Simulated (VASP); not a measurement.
A run of VASP 6.6.1 is set up as follows.

File INCAR:

```
SYSTEM = Au
  PREC = Accurate
  ENCUT = 500
  EDIFF = 1E-6
  ISMEAR = 0
  SIGMA = 0.024
  LREAL = .False.
  LASPH = .True.
  NELM = 120
  ALGO = Normal
  ISIF = 2
  LWAVE = .False.
  LCHARG = .True.
  GGA = PE
  LELF = .True.
  LVHAR = .True.
  NBANDS = 12
  GGA_COMPAT = .False.
```

KPOINTS

```
regular mesh
0
Gamma
  11 11 11
  0 0 0
```

POSCAR

```
Au
1.0
   -1.6572690000      1.6572690000      1.6572690000
    1.6572690000     -1.6572690000      1.6572690000
    1.6572690000      1.6572690000     -1.6572690000
Au
1
Direct
    0.0000000000      0.0000000000      0.0000000000
```

Potentials or basis: VASP PAW PBE potentials, release 64 (Au).

Command:

```bash
$ cat potpaw_PBE.64/Au/POTCAR > POTCAR
$ mpirun -np 1 vasp_std > vasp.out
```

Problem. Estimate the pressure.

Solution. -1.1 GPa.
